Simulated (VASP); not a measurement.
# Ga3BAs4: single point with PBE

The system is Ga3BAs4.

```
B As Ga
1.0
     3.83608    0.00000    0.00000
     0.00000    7.70653    0.00000
     0.00000    0.00000    5.47785
B As Ga
1 4 3
Direct
  0.00000 0.00000 0.98910
  0.50000 0.00000 0.19782
  0.00000 0.22373 0.76920
  0.50000 0.50000 0.27151
  0.00000 0.77627 0.76920
  0.50000 0.23199 0.49922
  0.00000 0.50000 0.00472
  0.50000 0.76801 0.49922
```

```json
{
  "Program": "VASP 6.6.1",
  "Task": "single point",
  "Functional": "PBE",
  "Potentials or basis": "VASP PAW PBE potentials, release 64 (B, As, Ga_d)",
  "Cutoff": "520 eV",
  "k mesh": "6 × 4 × 6",
  "Occupations": "fermi-dirac, width 0.02 eV",
  "Spin": "no spin polarisation"
}
```

```
Pressure               : 2.9 GPa
Largest force          : 0.250 eV/Å
Band gap on the k mesh : 0.49 eV (least direct gap 0.65 eV)
```

Forces in eV/Å, atoms in the order of the input:
```
B    0.000  0.000  0.086
As   0.000  0.000 -0.250
As   0.000 -0.081  0.100
As   0.000  0.000  0.047
As   0.000  0.081  0.100
Ga   0.000 -0.023 -0.003
Ga   0.000  0.000 -0.077
Ga   0.000  0.023 -0.003
```

Stress tensor (GPa, compression positive):
```
2.78 0.00 0.00
0.00 2.89 0.00
0.00 0.00 2.96
```

Levels at points of the mesh, in eV from the valence-band top:
```csv
k point,band 27,band 28,band 29,band 30,band 31,band 32,band 33,band 34,band 35,band 36
"(0.00, 0.00, 0.00)",-1.66,-1.14,-0.31,-0.21,0.00,0.65,0.79,1.46,2.44,3.10
"(0.50, 0.00, 0.00)",-3.36,-3.02,-2.94,-1.81,-1.26,1.04,1.16,1.25,1.40,2.28
"(0.00, 0.50, 0.00)",-2.18,-1.89,-1.56,-0.48,-0.19,0.81,2.25,2.32,2.75,3.21
"(0.50, 0.50, 0.00)",-3.25,-3.21,-2.89,-2.77,-2.54,2.05,2.29,2.29,2.62,2.82
"(0.00, 0.00, 0.50)",-1.67,-1.63,-1.27,-1.23,-1.03,0.49,1.22,1.59,1.82,2.87
"(0.50, 0.00, 0.50)",-3.91,-1.85,-1.53,-1.45,-1.08,0.71,0.98,3.62,3.91,3.95
"(0.00, 0.50, 0.50)",-2.05,-1.69,-1.39,-1.37,-1.27,1.35,2.29,2.52,2.62,3.68
"(0.50, 0.50, 0.50)",-3.52,-2.38,-2.36,-2.33,-2.27,2.50,2.59,2.85,3.17,3.61
```

Run time: 5.1 min on 1 thread of Oxide Virtual Turin-like Processor (shared host), peak memory 0.39 GiB.

Caveat: semilocal functionals underestimate gaps, and a narrow one can read as zero. A k mesh can miss the band edges.
